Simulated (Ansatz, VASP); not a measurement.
One calculation of Rh, two programs

Contents of INCAR:

```
PREC     = Accurate       # precision mode
ENCUT    = 520            # plane-wave cutoff, eV
EDIFF    = 1E-6           # SCF threshold, eV
ISMEAR   = 0              # smearing method
SIGMA    = 0.15           # smearing width, eV
LREAL    = F              # projectors in reciprocal space
LASPH    = T              # aspherical terms in the spheres
NELM     = 100            # most SCF steps
ALGO     = Fast           # electronic algorithm
ISIF     = 2              # what is computed and relaxed
LWAVE    = F              # write WAVECAR
LCHARG   = F              # write CHGCAR
GGA      = PS             # functional
NBANDS   = 22             # bands
```

KPOINTS

```
Automatic mesh
0
Gamma
  24 24 14
```

Contents of POSCAR:

```
Rh
1.0
    2.7962855282      0.0000000000      0.0000000000
   -1.3981427641      2.4216543036      0.0000000000
    0.0000000000      0.0000000000      4.3290202437
Rh
2
Direct
    0.6666666667      0.3333333333      0.7500000000
    0.3333333333      0.6666666667      0.2500000000
```

Input for Ansatz:

```yaml
crystal:
  lattice:
    - [2.7962855282, 0.0, 0.0]
    - [-1.3981427641, 2.4216543036, 0.0]
    - [0.0, 0.0, 4.3290202437]
  atoms:
    - { symbol: Rh, position: [0.6666666667, 0.3333333333, 0.75] }
    - { symbol: Rh, position: [0.3333333333, 0.6666666667, 0.25] }
basis:
  ecutwfc: 420
kpoints:
  mp_grid: { grid: [24, 24, 14] }
hamiltonian:
  xc: pbesol
scf:
  occupations: { method: gaussian, width: 0.15 }
output:
  forces: true
  stress: true
  eigenvalues: true
  write_density: true
  write_potential: true
  elf: true
  volumetric_format: npy
```

Change from the starting cell: strain +0.040 along x and y, +0.000 along z, atoms carried along.

Alike in both runs: task single point; functional PBEsol; k mesh 24 × 24 × 14; occupations gaussian, width 0.15 eV; no spin polarisation.

```csv
,VASP,Ansatz
version,VASP 6.6.1,Ansatz 0.2.0
potentials or method,"VASP PAW PBE potentials, release 64 (Rh_pv), cutoff 520 eV","scalar-relativistic, plane waves, PAW"
valence electrons in the cell,30,34
```

```tsv
	VASP	Ansatz	Ansatz less VASP
gap on the k mesh at the Fermi level (eV)	none	none	-
pressure (GPa)	-18.0	-18.0	0.00
traceless stress, the component that is largest in VASP (GPa)	5.10	5.09	-0.010
```

VASP's potentials were made for PBE, not for PBEsol. A gap of «none» marks a metal or a gap that the smearing closes. VASP's potentials hold 30 valence electrons a cell and Ansatz's 34, so a difference there can come from the potentials and not from the codes.
